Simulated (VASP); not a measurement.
A run of VASP 6.6.1 is set up as follows.

The input INCAR:

```
SYSTEM = GaP
ALGO = Normal ; EDIFF = 1E-6
ENCUT = 520 ; GGA = PS
ISIF = 2 ; ISMEAR = -1
LASPH = .TRUE. ; LCHARG = .TRUE.
LELF = .TRUE. ; LREAL = .FALSE.
LVHAR = .TRUE. ; LWAVE = .FALSE.
NBANDS = 16 ; NELM = 100
PREC = Accurate ; SIGMA = 0.08
```

KPOINTS

```
k-points
0
G
  12 12 12
  0 0 0
```

Contents of POSCAR:

```
GaP
1.0
    0.0000000000      2.7252500000      2.6707450000
    2.7252500000      0.0000000000      2.6707450000
    2.7252500000      2.7252500000      0.0000000000
Ga P
1 1
Direct
    0.0000000000      0.0000000000      0.0000000000
    0.7500000000      0.7500000000      0.7500000000
```

Potentials or basis: VASP PAW PBE potentials, release 64 (Ga_d, P).

Command:

```sh
$ cat potpaw_PBE.64/Ga_d/POTCAR potpaw_PBE.64/P/POTCAR > POTCAR
$ mpirun -np 1 vasp_std > vasp.out
```

(1) Predict the pressure.

(2) Estimate the band gap on the k mesh.

Answers

(1) 1.1 GPa.

(2) 1.24 eV, indirect (least direct gap 1.84 eV).

Caveat: the cell differs from its parent crystal (zz strain of -2 %); the PAW data sets were made with another functional, which shifts forces and pressure a little.
